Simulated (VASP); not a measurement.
# SnO2 (P1) in VASP: a series of runs

SnO2 is run at these levels: LDA; tasks: single point.

All numbers are computed with VASP 6.6.1; they aren't measurements. Logs are shortened: lines on timing, memory, paths and dates and some standing lists are left out, and cuts for length are marked.

**1. The cell of the first run**

The typed cell holds 6 atoms: a = 4.972 Å, b = 5.197 Å, c = 3.497 Å, α = 92.63°, β = 86.89°, γ = 91.11°.

**2. Single point, LDA (atoms moved at random and the cell strained at random)**

INCAR reads:

```
SYSTEM = SnO2
PREC = Accurate ; ENCUT = 520
EDIFF = 1E-7 ; ISMEAR = 0
SIGMA = 0.05 ; LREAL = .FALSE.
LASPH = .TRUE. ; NELM = 80
ALGO = Normal ; ISIF = 2
LWAVE = .FALSE. ; LCHARG = .FALSE.
GGA = CA ; NBANDS = 35
```

KPOINTS reads:

```
Automatic mesh
0
G
  6 6 8
  0 0 0
```

POSCAR reads:

```
SnO2
1.0
    4.9700584835     -0.0471100802      0.1371018975
   -0.0478832240      5.1958769928     -0.1193896971
    0.0928013564     -0.0795075128      3.4953219366
Sn O
2 4
Direct
    0.5249438329      0.5296023883      0.4835337493
   -0.0139972752     -0.0264175278      0.0097749828
    0.2921714312      0.3170072063     -0.0081286015
    0.7882249666      0.1607109814      0.4966979463
    0.1996454241      0.8432111370      0.5077573977
    0.7090116202      0.6758858148      0.0103645253
```

Potentials or basis: VASP PAW LDA potentials, release 64 (Sn_d, O).

The run is started by

```console
$ cat potpaw_LDA.64/Sn_d/POTCAR potpaw_LDA.64/O/POTCAR > POTCAR
$ mpirun -np 1 vasp_std > vasp.out
```

OUTCAR:

```text
SYSTEM = SnO2
   PREC = Accurate
   ENCUT = 520
   EDIFF = 1E-7
   ISMEAR = 0
   LREAL = .FALSE.
   LASPH = .TRUE.
   NELM = 80
   ISIF = 2
   GGA = CA

 ion  position               nearest neighbor table
   1  0.525  0.530  0.484-   6 2.02   6 2.20   5 2.31   4 2.35   3 2.35   3 2.37   2 3.61   2 3.72

   2  0.986  0.974  0.010-   6 2.05   5 2.09   4 2.13   5 2.23   3 2.32   4 2.35   1 3.61   1 3.72

   3  0.292  0.317  0.992-   2 2.32   1 2.35   1 2.37
   4  0.788  0.161  0.497-   2 2.13   1 2.35   2 2.35
   5  0.200  0.843  0.508-   2 2.09   2 2.23   1 2.31
   6  0.709  0.676  0.010-   1 2.02   2 2.05   1 2.20

  LATTYP: Found a triclinic cell.
 ALAT       =    14.6987677380
 B/A-ratio  =     0.7694044078
 C/A-ratio  =     0.9046265425
 COS(alpha) =     0.0042112679
 COS(beta)  =     0.3900305884
 COS(gamma) =     0.9215327225

  Lattice vectors:

 A1 = (   9.9430820586, -10.4064666332,  -2.9823387474)
 A2 = (   9.9880001910,  -5.2900971532,   0.3935934921)
 A3 = (  -5.0598947483, -10.1856288798,  -6.8889663765)

Analysis of symmetry for initial positions (statically):
=====================================================================
 Subroutine PRICEL returns:
 Original cell was already a primitive cell.

 Routine SETGRP: Setting up the symmetry group for a
 triclinic supercell.

 Subroutine GETGRP returns: Found  1 space group operations
 (whereof  1 operations were pure point group operations)
 out of a pool of  2 trial point group operations.

The static configuration has the point symmetry C_1 .

Analysis of symmetry for dynamics (positions and initial velocities):
=====================================================================
 Subroutine PRICEL returns:
 Original cell was already a primitive cell.

 Routine SETGRP: Setting up the symmetry group for a
 triclinic supercell.

 Subroutine GETGRP returns: Found  1 space group operations
 (whereof  1 operations were pure point group operations)
 out of a pool of  2 trial point group operations.

The dynamic configuration has the point symmetry C_1 .

 Subroutine INISYM returns: Found  1 space group operations
 (whereof  1 operations are pure point group operations),
 and found     1 'primitive' translations

----------------------------------------------------------------------------------------

                                     Primitive cell

  volume of cell :      90.1424

  direct lattice vectors                    reciprocal lattice vectors
     4.970058483 -0.047110080  0.137101897     0.201367704  0.001733787 -0.005306907
    -0.047883224  5.195876993 -0.119389697     0.001705793  0.192575624  0.004335197
     0.092801356 -0.079507513  3.495321937    -0.007840262  0.006509798  0.286452917

  length of vectors
     4.972172324  5.197469041  3.497457502     0.201445083  0.192631967  0.286634124

  position of ions in fractional coordinates (direct lattice)
     0.524943833  0.529602388  0.483533749
     0.986002725  0.973582472  0.009774983
     0.292171431  0.317007206  0.991871399
     0.788224967  0.160710981  0.496697946
     0.199645424  0.843211137  0.507757398
     0.709011620  0.675885815  0.010364525

  ion indices of the primitive-cell ions
   primitive index   ion index
                 1           1
                 2           2
                 3           3
                 4           4
                 5           5
                 6           6

----------------------------------------------------------------------------------------

 KPOINTS: Automatic mesh

Automatic generation of k-mesh.
 Grid dimensions read from file:
 generate k-points for:    6    6    8

 Generating k-lattice:

  Cartesian coordinates                     Fractional coordinates (reciprocal lattice)
     0.033561284  0.000288965 -0.000884484     0.166666667 -0.000000000  0.000000000
     0.000284299  0.032095937  0.000722533     0.000000000  0.166666667  0.000000000
    -0.000980033  0.000813725  0.035806615    -0.000000000 -0.000000000  0.125000000

  Length of vectors
     0.033574181  0.032105328  0.035829265

  Shift w.r.t. Gamma in fractional coordinates (k-lattice)
     0.000000000  0.000000000  0.000000000

 Subroutine IBZKPT returns following result:
 ===========================================

 Found    148 irreducible k-points:

 Following reciprocal coordinates:
            Coordinates               Weight
  0.000000  0.000000  0.000000      1.000000
  0.166667  0.000000 -0.000000      2.000000
  0.333333  0.000000 -0.000000      2.000000
  0.500000 -0.000000 -0.000000      1.000000
 -0.000000  0.166667 -0.000000      2.000000
  0.166667  0.166667  0.000000      2.000000
[... 16 lines left out ...]
  0.333333  0.000000  0.125000      2.000000
  0.500000  0.000000  0.125000      2.000000
 [... further k-points ...]
   k-points           NKPTS =    148   k-points in BZ     NKDIM =    148   number of bands    NBANDS=     35
   number of dos      NEDOS =    301   number of ions     NIONS =      6
   total plane-waves  NPLWV =  44800
   dimension x,y,z NGX =    40 NGY =   40 NGZ =   28
   dimension x,y,z NGXF=    80 NGYF=   80 NGZF=   56
   ions per type =               2   4
   NGX,Y,Z   is equivalent  to a cutoff of  13.37, 12.79, 13.31 a.u.
   NGXF,Y,Z  is equivalent  to a cutoff of  26.75, 25.59, 26.62 a.u.
 SYSTEM =  SnO2
   PREC   = accura    normal or accurate (medium, high low for compatibility)
   ISTART =      0    job   : 0-new  1-cont  2-samecut
   ICHARG =      2    charge: 1-file 2-atom 10-const
   ISPIN  =      1    spin polarized calculation?
   LNONCOLLINEAR =      F non collinear calculations
   LSORBIT =      F    spin-orbit coupling
   LASPH  =      T    aspherical Exc in radial PAW
   ENCUT  =  520.0 eV  38.22 Ry    6.18 a.u.   9.24  9.66  6.50*2*pi/ulx,y,z
   NELM   =     80;   NELMIN=  2; NELMDL= -5     # of ELM steps
   EDIFF  = 0.1E-06   stopping-criterion for ELM
   LREAL  =      F    real-space projection
   EDIFFG = 0.1E-05   stopping-criterion for IOM
   NSW    =      0    number of steps for IOM
   IBRION =     -1    ionic relax: 0-MD 1-quasi-New 2-CG
   NFREE  =      0    steps in history (QN), initial steepest desc. (CG)
   ISIF   =      2    stress and relaxation
   ISYM   =      2    0-nonsym 1-usesym 2-fastsym
   POTIM  = 0.5000    time-step for ionic-motion
   TEBEG  =    0.0;   TEEND  =   0.0 temperature during run
   PSTRESS=    0.0 pullay stress
   NELECT =      52.0000    total number of electrons
   NUPDOWN=      -1.0000    fix difference up-down
   EMIN   =  10.00;   EMAX   =-10.00  energy-range for DOS
   EFERMI =   0.00;   METHOD = LEGACY
   ISMEAR =     0;   SIGMA  =   0.05  broadening in eV -4-tet -1-fermi 0-gaus
   EFERMI_NEDOS =   21; number of points for ismear=-14 and -15
   IALGO  =     38    algorithm
   IMIX   =      4    mixing-type and parameters
     AMIX     =   0.40;   BMIX     =  1.00
     AMIX_MAG =   1.60;   BMIX_MAG =  1.00
  volume/ion in A,a.u.               =      15.02       101.39
  Fermi-wavevector in a.u.,A,eV,Ry     =   1.362802  2.575323 25.269153  1.857230
  Thomas-Fermi vector in A             =   2.489260
   LORBIT       =      0    0 simple, 1 ext, 2 COOP (PROOUT), +10 PAW based schemes
   GGA     = CA    functional components
   LHFCALC =     F    Hartree Fock is set to
   AEXX    =    0.0000 exact exchange contribution
   IVDW    =     0    specifies the selected vdW correction
   LEPSILON=     F    determine dielectric tensor
   LRPA    =     F    only Hartree local field effects (RPA)
 non-spin polarized calculation
 Gauss-broadening in eV      SIGMA  =   0.05
  energy-cutoff  :      520.00
  volume of cell :       90.14
 maximum number of plane-waves:      2449
 NGX is ok and might be reduce to    40
   NGX = 19   NGY = 19   NGZ = 13

 number of electron      52.0000001 magnetization

 Free energy of the ion-electron system (eV)
  ---------------------------------------------------
  ext. energy  EPLUGINS =         0.00000000
  ---------------------------------------------------
  free energy    TOTEN  =       -39.39702869 eV

  energy without entropy =      -39.39701157  energy(sigma->0) =      -39.39702013

 E-fermi :   3.6881     XC(G=0): -10.6362

 val. band max:        3.5921754102   @ k =   0.0000  -0.1667   0.1250
 cond. band min:       3.7762827382   @ k =   0.0000   0.0000   0.0000
 fundamental gap:      0.1841073280
 Fermi energy:         3.6880540405

 k-point     1 :       0.0000    0.0000    0.0000
  band No.  band energies     occupation
      1     -17.6750      2.00000
      2     -17.2654      2.00000
      3     -17.2369      2.00000
      4     -17.1798      2.00000
      5     -17.1119      2.00000
      6     -17.1050      2.00000
[... 27 lines left out ...]
     34      13.2412      0.00000
     35      14.1967      0.00000

 k-point     2 :       0.1667    0.0000   -0.0000
  band No.  band energies     occupation
      1     -17.6624      2.00000
      2     -17.2651      2.00000
      3     -17.2365      2.00000
      4     -17.1798      2.00000
      5     -17.1333      2.00000
      6     -17.1071      2.00000
[... 27 lines left out ...]
     34      13.6250      0.00000
     35      14.2410      0.00000

 k-point     3 :       0.3333    0.0000   -0.0000
  band No.  band energies     occupation
      1     -17.6339      2.00000
      2     -17.2640      2.00000
      3     -17.2348      2.00000
      4     -17.1907      2.00000
      5     -17.1724      2.00000
      6     -17.1073      2.00000
[... 27 lines left out ...]
     34      14.0373      0.00000
     35      14.2347      0.00000
[... 723 lines left out ...]
 k-point    23 :       0.3333    0.0000    0.1250
  band No.  band energies     occupation
      1     -17.6399      2.00000
      2     -17.2841      2.00000
      3     -17.2286      2.00000
      4     -17.1803      2.00000
      5     -17.1461      2.00000
      6     -17.1128      2.00000
[... 27 lines left out ...]
     34      13.8536      0.00000
     35      14.0941      0.00000

 k-point    24 :       0.5000    0.0000    0.1250
  band No.  band energies     occupation
      1     -17.6223      2.00000
      2     -17.2894      2.00000
      3     -17.2239      2.00000
      4     -17.1872      2.00000
      5     -17.1681      2.00000
      6     -17.1130      2.00000
[... 27 lines left out ...]
     34      13.4965      0.00000
     35      14.4427      0.00000

 [... further k-points ...]
[... 5 lines left out ...]
  --------------------------------------------------------------------------------------
  -------------------------------------------------------------------------------------
  Total      -10.4868908    -12.8543199    -16.9176527      1.4642157      0.9473690     -1.7707374
  in kB     -186.3923811   -228.4707010   -300.6917513     26.0247446     16.8383911    -31.4728140
  external PRESSURE =    -238.5182778 kB  Pullay stress =       0.0000000 kB

 VOLUME and BASIS-vectors are now :
 -----------------------------------------------------------------------------
  energy-cutoff  :      520.00
  volume of cell :       90.14
      direct lattice vectors                 reciprocal lattice vectors
     4.970058483 -0.047110080  0.137101897     0.201367704  0.001733787 -0.005306907
    -0.047883224  5.195876993 -0.119389697     0.001705793  0.192575624  0.004335197
     0.092801356 -0.079507513  3.495321937    -0.007840262  0.006509798  0.286452917

 POSITION                                       TOTAL-FORCE (eV/Angst)
 -----------------------------------------------------------------------------------
      2.62852      2.68857      1.69885        -2.374974     -2.745657      0.851941
      4.85478      5.01139      0.05311         1.275170      2.563850      0.097376
      1.52898      1.55451      3.46912         0.816218      0.940005      0.156525
      3.95592      0.75841      1.82500         0.036551      0.212962     -0.114984
      0.99899      4.33145      1.70148         0.268257     -1.093517     -0.132219
      3.49243      3.47759      0.05274        -0.021222      0.122358     -0.858640
 -----------------------------------------------------------------------------------
    total drift:                                0.000075      0.000556     -0.000145

  FREE ENERGIE OF THE ION-ELECTRON SYSTEM (eV)
  ---------------------------------------------------
  free  energy   TOTEN  =       -39.3970286936 eV

  energy  without entropy=      -39.3970115702  energy(sigma->0) =      -39.39702013
```

Run time: 4.1 min. Hardware: 1 thread of Intel Xeon Platinum 8488C (Sapphire Rapids), shared host; peak memory 0.43 GiB.

What came out:

```
Free energy            : -39.3970 eV
Pressure               : -23.9 GPa
Largest force          : 3.729 eV/Å
Band gap on the k mesh : 0.18 eV, indirect (least direct gap 0.27 eV)
```

Forces in eV/Å, atoms in the order of the input:
```
Sn  -2.375 -2.746  0.852
Sn   1.275  2.564  0.097
O    0.816  0.940  0.157
O    0.037  0.213 -0.115
O    0.268 -1.094 -0.132
O   -0.021  0.122 -0.859
```

Levels at points of the mesh, in eV from the valence-band top:
| k point | band 22 | band 23 | band 24 | band 25 | band 26 | band 27 | band 28 | band 29 | band 30 | band 31 |
| --- | --- | --- | --- | --- | --- | --- | --- | --- | --- | --- |
| (0.00, 0.00, 0.00) | -1.60 | -1.15 | -1.05 | -0.83 | -0.67 | 0.18 | 3.12 | 4.50 | 4.76 | 8.05 |
| (0.50, 0.00, 0.00) | -1.53 | -1.31 | -0.87 | -0.78 | -0.21 | 1.39 | 2.18 | 4.76 | 5.02 | 7.44 |
| (0.00, 0.50, 0.00) | -1.47 | -1.41 | -1.24 | -0.80 | -0.12 | 1.70 | 2.24 | 5.06 | 5.48 | 7.26 |
| (0.50, 0.50, 0.00) | -1.72 | -1.44 | -0.96 | -0.65 | -0.47 | 1.65 | 2.47 | 5.13 | 5.32 | 7.50 |
| (0.00, 0.00, 0.50) | -2.12 | -2.07 | -1.42 | -0.84 | -0.46 | 2.96 | 3.95 | 7.00 | 7.11 | 7.49 |
| (0.50, 0.00, 0.50) | -1.76 | -1.14 | -1.11 | -0.53 | -0.25 | 3.21 | 4.22 | 5.58 | 6.22 | 7.70 |
| (0.00, 0.50, 0.50) | -1.47 | -1.13 | -0.88 | -0.78 | -0.33 | 3.12 | 4.18 | 5.39 | 5.81 | 7.78 |
| (0.50, 0.50, 0.50) | -1.95 | -1.69 | -0.96 | -0.60 | -0.16 | 2.26 | 3.15 | 6.21 | 7.29 | 7.51 |

Caveat: the cell differs from its parent crystal (atoms moved at random and the cell strained at random); spin-orbit coupling is left out, which moves the levels of the heavy elements; forces of over 1 eV/Å act on the atoms, so gaps and moduli don't describe the material at rest. A k mesh can miss the band edges.

(Part 1 of 2 ends here.)
